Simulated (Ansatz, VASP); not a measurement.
**One calculation of VSi2, two programs**

The input INCAR:

```
ALGO = Normal
EDIFF = 1E-6
EDIFFG = -0.01
ENCUT = 600
GGA = PE
IBRION = 2
ISIF = 3
ISMEAR = 0
LASPH = True
LCHARG = False
LREAL = False
LWAVE = False
NELM = 80
NSW = 80
PREC = Accurate
SIGMA = 0.1
```

KPOINTS

```
k-points
0
Gamma
  10 10 10
```

File POSCAR:

```
VSi2
1.0
    0.0000000000      4.0119635340      4.2054087298
    2.2731229510      0.0000000000      4.2054087298
    2.2731229510      4.0119635340      0.0000000000
V Si
2 4
Direct
    0.7500000000      0.7500000000      0.7500000000
    0.5000000000      0.5000000000      0.5000000000
    0.0894538325      0.4105461675      0.0894538325
    0.4105461675      0.0894538325      0.4105461675
    0.1605461675      0.8394538325      0.1605461675
    0.8394538325      0.1605461675      0.8394538325
```

Input for Ansatz:

```yaml
crystal:
  lattice:
    - [0.0, 4.011963534, 4.2054087298]
    - [2.273122951, 0.0, 4.2054087298]
    - [2.273122951, 4.011963534, 0.0]
  atoms:
    - { symbol: V, position: [0.75, 0.75, 0.75] }
    - { symbol: V, position: [0.5, 0.5, 0.5] }
    - { symbol: Si, position: [0.0894538325, 0.4105461675, 0.0894538325] }
    - { symbol: Si, position: [0.4105461675, 0.0894538325, 0.4105461675] }
    - { symbol: Si, position: [0.1605461675, 0.8394538325, 0.1605461675] }
    - { symbol: Si, position: [0.8394538325, 0.1605461675, 0.8394538325] }
basis:
  ecutwfc: 420
kpoints:
  mp_grid: { grid: [10, 10, 10] }
hamiltonian:
  xc: pbe
scf:
  occupations: { method: gaussian, width: 0.1 }
output:
  forces: true
  stress: true
  eigenvalues: true
  write_density: true
  write_potential: true
  elf: true
  volumetric_format: npy
relax:
  adjacent_minimum: "off"
  f_tol: 0.01
  max_steps: 60
  cell: { stress_tol: 0.1 }
```

Alike in both runs: task relaxation of cell and atoms; functional PBE; k mesh 10 × 10 × 10; occupations gaussian, width 0.1 eV; no spin polarisation.

|  | VASP | Ansatz |
| --- | --- | --- |
| version | VASP 6.6.1 | Ansatz 0.2.0 |
| potentials or method | VASP PAW PBE potentials, release 64 (V_sv, Si), cutoff 600 eV | scalar-relativistic, plane waves, PAW |
| valence electrons in the cell | 42 | 42 |

```csv
,VASP,Ansatz,Ansatz less VASP
"gap on the k mesh at the Fermi level, each at its own relaxed structure (eV)",none,none,-
relaxed volume (Å³/atom),12.78,12.78,0.000
relaxed length of the cell vector where the two differ most in proportion (Å),4.611,4.611,0.0000
```

A gap of «none» marks a metal or a gap that the smearing closes.

Noted on VASP's run: the relaxation stopped at its first step, so nothing moved.
